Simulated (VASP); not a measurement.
# Re in VASP: a series of runs, part 2 of 2

VASP 6.6.1.

## (5) Single point, BLYP

This run uses another cell than the first one, of 15.53 Å³/atom.

INCAR

```
SYSTEM = Re
PREC = Accurate ; ENCUT = 520
EDIFF = 1E-6 ; ISMEAR = -1
SIGMA = 0.1 ; LREAL = .FALSE.
LASPH = .TRUE. ; NELM = 100
ALGO = Normal ; ISIF = 2
LWAVE = .FALSE. ; LCHARG = .TRUE.
GGA = B5 ; ALDAX = 1.0
AGGAX = 1.0 ; AGGAC = 1.0
ALDAC = 0.0 ; LELF = .TRUE.
LVHAR = .TRUE. ; NBANDS = 14
ISYM = 0
```

KPOINTS

```
regular mesh
0
G
  13 13 9
  0 0 0
```

POSCAR

```
Re
1.0
   -1.8922118490      1.5541510175      1.3870766253
    1.5541510175     -1.8922118490      1.3870766253
    3.4937849273      3.4937849273     -2.0062356572
Re
2
Direct
    0.9582632107      0.0417367893      1.0000000000
    0.7917367893      0.2082632107      0.5000000000
```

Potentials or basis: VASP PAW PBE potentials, release 64 (Re).

Started as:

```sh
$ cat potpaw_PBE.64/Re/POTCAR > POTCAR
$ mpirun -np 1 vasp_std > vasp.out
```

OUTCAR:

```text
SYSTEM = Re
   PREC = Accurate
   ENCUT = 520
   EDIFF = 1E-6
   ISMEAR = -1
   LREAL = .FALSE.
   LASPH = .TRUE.
   NELM = 100
   ISIF = 2
   GGA = B5
   ISYM = 0

 ion  position               nearest neighbor table
   1  0.958  0.042  0.000-   2 2.79   2 2.79   2 2.79   2 2.79   2 2.79   2 2.79
   2  0.792  0.208  0.500-   1 2.79   1 2.79   1 2.79   1 2.79   1 2.79   1 2.79

IMPORTANT INFORMATION: All symmetrisations will be switched off!
NOSYMM: (Re-)initialisation of all symmetry stuff for point group C_1.

----------------------------------------------------------------------------------------

                                     Primitive cell

  volume of cell :      31.0657

  direct lattice vectors                    reciprocal lattice vectors
    -1.892211849  1.554151017  1.387076625    -0.033796863  0.256364110  0.387592599
     1.554151017 -1.892211849  1.387076625     0.256364110 -0.033796863  0.387592599
     3.493784927  3.493784927 -2.006235657     0.153879144  0.153879144  0.037503704

  length of vectors
     2.814219720  2.814219720  5.332733609     0.465932192  0.465932192  0.220825972

  position of ions in fractional coordinates (direct lattice)
     0.958263211  0.041736789  0.000000000
     0.791736789  0.208263211  0.500000000

  ion indices of the primitive-cell ions
   primitive index   ion index
                 1           1
                 2           2

----------------------------------------------------------------------------------------

 KPOINTS: regular mesh

Automatic generation of k-mesh.
 Grid dimensions read from file:
 generate k-points for:   13   13    9

 Generating k-lattice:

  Cartesian coordinates                     Fractional coordinates (reciprocal lattice)
    -0.002599759  0.019720316  0.029814815     0.076923077 -0.000000000  0.000000000
     0.019720316 -0.002599759  0.029814815    -0.000000000  0.076923077  0.000000000
     0.017097683  0.017097683  0.004167078    -0.000000000 -0.000000000  0.111111111

  Length of vectors
     0.035840938  0.035840938  0.024536219

  Shift w.r.t. Gamma in fractional coordinates (k-lattice)
     0.000000000  0.000000000  0.000000000

 Subroutine IBZKPT returns following result:
 ===========================================

 Found    761 irreducible k-points:

 Following reciprocal coordinates:
            Coordinates               Weight
  0.000000  0.000000  0.000000      1.000000
  0.076923  0.000000 -0.000000      2.000000
  0.000000 -0.076923  0.000000      2.000000
  0.153846 -0.000000 -0.000000      2.000000
  0.000000 -0.153846  0.000000      2.000000
  0.230769 -0.000000 -0.000000      2.000000
[... 16 lines left out ...]
  0.461538  0.076923 -0.000000      2.000000
 -0.076923 -0.461538  0.000000      2.000000
 [... further k-points ...]
   k-points           NKPTS =    761   k-points in BZ     NKDIM =    761   number of bands    NBANDS=     14
   number of dos      NEDOS =    301   number of ions     NIONS =      2
   total plane-waves  NPLWV =  23040
   dimension x,y,z NGX =    24 NGY =   24 NGZ =   40
   dimension x,y,z NGXF=    48 NGYF=   48 NGZF=   80
   ions per type =               2
   NGX,Y,Z   is equivalent  to a cutoff of  14.18, 14.18, 12.47 a.u.
   NGXF,Y,Z  is equivalent  to a cutoff of  28.36, 28.36, 24.94 a.u.
 SYSTEM =  Re
   PREC   = accura    normal or accurate (medium, high low for compatibility)
   ISTART =      0    job   : 0-new  1-cont  2-samecut
   ICHARG =      2    charge: 1-file 2-atom 10-const
   ISPIN  =      1    spin polarized calculation?
   LNONCOLLINEAR =      F non collinear calculations
   LSORBIT =      F    spin-orbit coupling
   LASPH  =      T    aspherical Exc in radial PAW
   ENCUT  =  520.0 eV  38.22 Ry    6.18 a.u.   5.23  5.23  9.92*2*pi/ulx,y,z
   NELM   =    100;   NELMIN=  2; NELMDL= -5     # of ELM steps
   EDIFF  = 0.1E-05   stopping-criterion for ELM
   LREAL  =      F    real-space projection
   EDIFFG = 0.1E-04   stopping-criterion for IOM
   NSW    =      0    number of steps for IOM
   IBRION =     -1    ionic relax: 0-MD 1-quasi-New 2-CG
   NFREE  =      0    steps in history (QN), initial steepest desc. (CG)
   ISIF   =      2    stress and relaxation
   ISYM   =      0    0-nonsym 1-usesym 2-fastsym
   POTIM  = 0.5000    time-step for ionic-motion
   TEBEG  =    0.0;   TEEND  =   0.0 temperature during run
   PSTRESS=    0.0 pullay stress
   NELECT =      14.0000    total number of electrons
   NUPDOWN=      -1.0000    fix difference up-down
   EMIN   =  10.00;   EMAX   =-10.00  energy-range for DOS
   EFERMI =   0.00;   METHOD = LEGACY
   ISMEAR =    -1;   SIGMA  =   0.10  broadening in eV -4-tet -1-fermi 0-gaus
   EFERMI_NEDOS =   21; number of points for ismear=-14 and -15
   IALGO  =     38    algorithm
   IMIX   =      4    mixing-type and parameters
     AMIX     =   0.40;   BMIX     =  1.00
     AMIX_MAG =   1.60;   BMIX_MAG =  1.00
  volume/ion in A,a.u.               =      15.53       104.82
  Fermi-wavevector in a.u.,A,eV,Ry     =   1.255135  2.371860 21.434111  1.575363
  Thomas-Fermi vector in A             =   2.388906
   LORBIT       =      0    0 simple, 1 ext, 2 COOP (PROOUT), +10 PAW based schemes
   GGA     = B5    functional components
   LHFCALC =     F    Hartree Fock is set to
   AEXX    =    0.0000 exact exchange contribution
   IVDW    =     0    specifies the selected vdW correction
   LEPSILON=     F    determine dielectric tensor
   LRPA    =     F    only Hartree local field effects (RPA)
 non-spin polarized calculation
  energy-cutoff  :      520.00
  volume of cell :       31.07
 maximum number of plane-waves:       851
 NGX is ok and might be reduce to    24
   NGX = 11   NGY = 11   NGZ = 19

 number of electron      14.0000000 magnetization

 Free energy of the ion-electron system (eV)
  ---------------------------------------------------
  ext. energy  EPLUGINS =         0.00000000
  ---------------------------------------------------
  free energy    TOTEN  =       -21.56269216 eV

  energy without entropy =      -21.50428804  energy(sigma->0) =      -21.53349010

 E-fermi :   7.8301     XC(G=0): -12.7357

 val. band max:        7.8276029312   @ k =  -0.3846   0.2308  -0.3333
 cond. band min:       7.8320872875   @ k =   0.1538   0.0769  -0.0000
 fundamental gap:      0.0044843563
 Fermi energy:         7.8301061313

 k-point     1 :       0.0000    0.0000    0.0000
  band No.  band energies     occupation
      1      -1.4840      2.00000
      2       1.6511      2.00000
      3       6.3353      2.00000
      4       6.3447      2.00000
      5       6.3710      2.00000
      6       7.0993      1.99866
      7       7.1056      1.99857
      8       7.9203      0.57716
      9       7.9267      0.55127
     10       8.6949      0.00035
     11      10.9011      0.00000
     12      10.9043      0.00000
     13      17.1963      0.00000
     14      22.1912      0.00000

 k-point     2 :       0.0769    0.0000   -0.0000
  band No.  band energies     occupation
      1      -1.1905      2.00000
      2       1.8682      2.00000
      3       5.8613      2.00000
      4       6.4986      2.00000
      5       6.6625      1.99998
      6       6.8452      1.99989
      7       7.2483      1.99407
      8       7.6211      1.77980
      9       7.8775      0.76739
     10       8.0747      0.15953
     11      11.0107      0.00000
     12      11.8244      0.00000
     13      17.4999      0.00000
     14      22.4980      0.00000
[... 343 lines left out ...]
      1       2.0592      2.00000
      2       2.2857      2.00000
      3       4.0463      2.00000
      4       4.2699      2.00000
      5       7.2132      1.99582
      6       7.8546      0.87804
      7       8.7470      0.00021
      8       9.1811      0.00000
      9      11.3192      0.00000
     10      11.4067      0.00000
     11      12.8123      0.00000
     12      13.2319      0.00000
     13      17.4868      0.00000
     14      17.5787      0.00000

 k-point    24 :      -0.0769   -0.4615    0.0000
  band No.  band energies     occupation
      1       2.0592      2.00000
      2       2.2857      2.00000
      3       4.0463      2.00000
      4       4.2699      2.00000
      5       7.2132      1.99582
      6       7.8546      0.87804
      7       8.7470      0.00021
      8       9.1811      0.00000
      9      11.3192      0.00000
     10      11.4067      0.00000
     11      12.8123      0.00000
     12      13.2319      0.00000
     13      17.4868      0.00000
     14      17.5787      0.00000

 [... further k-points ...]
[... 5 lines left out ...]
  --------------------------------------------------------------------------------------
  -------------------------------------------------------------------------------------
  Total        0.3402683      0.3402694      0.3487703     -0.0086987     -0.0022407     -0.0022350
  in kB       17.5489200     17.5489743     17.9874003     -0.4486256     -0.1155597     -0.1152666
  external PRESSURE =      17.6950982 kB  Pullay stress =       0.0000000 kB

 VOLUME and BASIS-vectors are now :
 -----------------------------------------------------------------------------
  energy-cutoff  :      520.00
  volume of cell :       31.07
      direct lattice vectors                 reciprocal lattice vectors
    -1.892211849  1.554151017  1.387076625    -0.033796863  0.256364110  0.387592599
     1.554151017 -1.892211849  1.387076625     0.256364110 -0.033796863  0.387592599
     3.493784927  3.493784927 -2.006235657     0.153879144  0.153879144  0.037503704

 POSITION                                       TOTAL-FORCE (eV/Angst)
 -----------------------------------------------------------------------------------
     -1.74837      1.41031      1.38708         0.000312     -0.000289      0.000002
      0.57243      2.58329      0.38396        -0.000312      0.000289     -0.000002
 -----------------------------------------------------------------------------------
    total drift:                                0.000015      0.000002      0.000005

  FREE ENERGIE OF THE ION-ELECTRON SYSTEM (eV)
  ---------------------------------------------------
  free  energy   TOTEN  =       -21.5626921622 eV

  energy  without entropy=      -21.5042880381  energy(sigma->0) =      -21.53349010
```

OSZICAR:

```text
N       E                     dE             d eps       ncg     rms          rms(c)
DAV:   1     0.228730284401E+02    0.22873E+02   -0.68521E+03 42600   0.127E+03
DAV:   2    -0.218272591463E+02   -0.44700E+02   -0.39389E+02 34558   0.271E+02
DAV:   3    -0.228591570286E+02   -0.10319E+01   -0.10041E+01 33732   0.439E+01
DAV:   4    -0.228698462016E+02   -0.10689E-01   -0.10679E-01 32636   0.320E+00
DAV:   5    -0.228700700631E+02   -0.22386E-03   -0.22384E-03 33230   0.805E-01    0.478E+01
DAV:   6    -0.218655022846E+02    0.10046E+01   -0.87140E-01 36770   0.275E+01    0.190E+01
DAV:   7    -0.215729145105E+02    0.29259E+00   -0.50729E-01 37370   0.201E+01    0.502E-01
DAV:   8    -0.215632300364E+02    0.96845E-02   -0.76372E-03 41762   0.125E+00    0.365E-01
DAV:   9    -0.215626658257E+02    0.56421E-03   -0.44983E-04 35186   0.174E-01    0.321E-02
DAV:  10    -0.215626966977E+02   -0.30872E-04   -0.38368E-05 36410   0.938E-02    0.263E-02
DAV:  11    -0.215626943664E+02    0.23313E-05   -0.69491E-06 18520   0.691E-02    0.171E-02
DAV:  12    -0.215626924892E+02    0.18773E-05   -0.47338E-07 18004   0.193E-02    0.415E-03
DAV:  13    -0.215626921622E+02    0.32698E-06   -0.34376E-07 14146   0.210E-02
   1 F= -.21562692E+02 E0= -.21533490E+02  d E =-.584041E-01
```

stdout:

```text
POSCAR found type information on POSCAR Re
 POSCAR found :  1 types and       2 ions
 scaLAPACK will be used
 -----------------------------------------------------------------------------
|                                                                             |
|                                                                             |
|     You enforced a specific xc type in the INCAR file but a different       |
|     I HOPE YOU KNOW WHAT YOU ARE DOING!                                     |
|                                                                             |
 -----------------------------------------------------------------------------

 LDA part: xc-table for (Slater(with rela. corr.)+VWN5), standard interpolation
 POSCAR, INCAR and KPOINTS ok, starting setup
 FFT: planning ... GRIDC
 FFT: planning ... GRID_SOFT
 FFT: planning ... GRID
 WAVECAR not read
 entering main loop
```

It took 6.9 min on 1 thread of Intel Xeon 8259CL, shared host; peak memory 0.41 GiB.

What came out:

| Item | Value |
| --- | --- |
| Free energy | -21.5627 eV |
| Pressure | 1.8 GPa |
| Band gap on the k mesh | zero (bands 7 and 8 overlap by 3.09 eV) |

Levels at points of the mesh, in eV from the Fermi level:
```tsv
k point	band 4	band 5	band 6	band 7	band 8	band 9	band 10	band 11
(0.00, 0.00, 0.00)	-1.49	-1.46	-0.73	-0.72	0.09	0.10	0.86	3.07
```

Caveat: the PAW data sets were made with another functional, which shifts forces and pressure a little; spin-orbit coupling is left out, which moves the levels of the heavy elements.

## (6) The runs side by side

| cell | k mesh | gap on the mesh (eV) | pressure (GPa) |
| --- | --- | --- | --- |
| a = 2.697, b = 2.697, c = 5.110 Å, angles 105.3, 105.3, 120.0°, 2 atoms | 16 × 16 × 8 | none | 59.0 |
| a = 2.851, b = 2.851, c = 5.403 Å, angles 105.3, 105.3, 120.0°, 2 atoms | 16 × 16 × 8 | none | -10.2 |
| a = 2.887, b = 2.887, c = 5.471 Å, angles 105.3, 105.3, 120.0°, 2 atoms | 16 × 16 × 8 | none | -19.8 |
| a = 2.814, b = 2.814, c = 5.333 Å, angles 105.3, 105.3, 120.0°, 2 atoms | 13 × 13 × 9 | none | 1.8 |

Alike in all rows: task single point; level BLYP; potentials or basis VASP PAW PBE potentials, release 64 (Re); no spin polarisation; cutoff (eV) 520; smearing fermi-dirac 0.1 eV.

Caveats: the PAW data sets were made with another functional, which shifts forces and pressure a little; spin-orbit coupling is left out, which moves the levels of the heavy elements; the cell stands under tension (at least some runs); the cell stands under pressure (at least some runs).

Absolute energies hang on the potentials; compare differences alone.
